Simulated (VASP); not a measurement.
# Ba: electric field gradients with PBEsol

Ba:

```xyz
1
Lattice="-2.5083 2.5083 2.5083 2.5083 -2.5083 2.5083 2.5083 2.5083 -2.5083" Properties=species:S:1:pos:R:3 pbc="T T T"
Ba    0.0000    0.0000    0.0000
```

```json
{
  "Program": "VASP 6.6.1",
  "Task": "electric field gradients",
  "Functional": "PBEsol",
  "Potentials or basis": "VASP PAW PBE potentials, release 64 (Ba_sv)",
  "Cutoff": "520 eV",
  "k mesh": "10 × 10 × 10",
  "Occupations": "fermi-dirac, width 0.05 eV",
  "Spin": "no spin polarisation",
  "Dipole correction": "no",
  "Further INCAR settings": "ALGO = Normal; EDIFF = 1e-08; NBANDS = 11"
}
```

* Pressure: -0.6 GPa
* Band gap on the k mesh: zero (bands 5 and 6 overlap by 0.85 eV)
* Largest electric field gradient by atom: zero within the noise of the run

Levels at points of the mesh, in eV from the Fermi level:
```tsv
k point	band 1	band 2	band 3	band 4	band 5	band 6	band 7	band 8	band 9	band 10
(0.00, 0.00, 0.00)	-28.85	-13.78	-13.78	-13.78	-2.75	1.82	1.82	1.82	3.25	3.25
(0.50, 0.00, 0.00)	-28.80	-14.24	-13.93	-13.78	-0.89	0.69	1.26	3.21	3.80	5.24
(0.50, 0.50, 0.50)	-28.77	-14.10	-14.10	-14.10	-0.52	-0.52	4.34	4.34	4.34	4.75
```

Run time: 30 s on 1 thread of Intel Xeon 8259CL, with other jobs on the host, peak memory 0.19 GiB.

Caveat: the PAW data sets were made with another functional, which shifts forces and pressure a little; spin-orbit coupling is left out, which moves the levels of the heavy elements.
